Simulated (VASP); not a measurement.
Here is a VASP 6.6.1 calculation.

Contents of POSCAR:

```
KBr
1.0
    0.0000000000      3.3000000000      3.3000000000
    3.3000000000      0.0000000000      3.3000000000
    3.3000000000      3.3000000000      0.0000000000
Br K
1 1
Direct
    0.5000000000      0.5000000000      0.5000000000
    0.0000000000      0.0000000000      0.0000000000
```

Contents of INCAR.step1:

```
SYSTEM = KBr
PREC     = Accurate       ! precision mode
ENCUT    = 520            ! plane-wave cutoff, eV
EDIFF    = 1E-5           ! SCF threshold, eV
ISMEAR   = -1             ! smearing method
SIGMA    = 0.05           ! smearing width, eV
LREAL    = .FALSE.        ! projectors in reciprocal space
LASPH    = .TRUE.         ! aspherical terms in the spheres
NELM     = 100            ! most SCF steps
ALGO     = Normal         ! electronic algorithm
ISIF     = 2              ! what is computed and relaxed
LWAVE    = .TRUE.         ! write WAVECAR
GGA      = PE             ! functional
NBANDS   = 15             ! bands
```

File INCAR.step2:

```
SYSTEM = KBr
PREC     = Accurate       ! precision mode
ENCUT    = 520            ! plane-wave cutoff, eV
EDIFF    = 1E-6           ! SCF threshold, eV
ISMEAR   = -1             ! smearing method
SIGMA    = 0.05           ! smearing width, eV
LREAL    = .FALSE.        ! projectors in reciprocal space
LASPH    = .TRUE.         ! aspherical terms in the spheres
NELM     = 100            ! most SCF steps
ALGO     = Normal         ! electronic algorithm
ISIF     = 2              ! what is computed and relaxed
LWAVE    = .FALSE.        ! write WAVECAR
LCHARG   = .TRUE.         ! write CHGCAR
GGA      = PE             ! functional
LHFCALC  = .TRUE.         ! exact exchange
AEXX     = 0.35           ! exact-exchange fraction
PRECFOCK = Normal       
LELF     = .TRUE.         ! ELF
LVHAR    = .TRUE.       
ISTART   = 1            
NBANDS   = 15             ! bands
```

KPOINTS

```
regular mesh
0
G
  4 4 4
  0 0 0
```

Potentials or basis: VASP PAW PBE potentials, release 64 (Br, K_sv).

Run with:

```console
$ cat potpaw_PBE.64/Br/POTCAR potpaw_PBE.64/K_sv/POTCAR > POTCAR
$ cp INCAR.step1 INCAR
$ mpirun -np 1 vasp_std > vasp.out
$ cp INCAR.step2 INCAR
$ mpirun -np 1 vasp_std > vasp.out
```

Q: Predict the pressure.

A: 0.3 GPa.

Q: What does it give for the band gap on the k mesh?

A: 7.10 eV.

Caveat: the PAW data sets were made with another functional, which shifts forces and pressure a little.
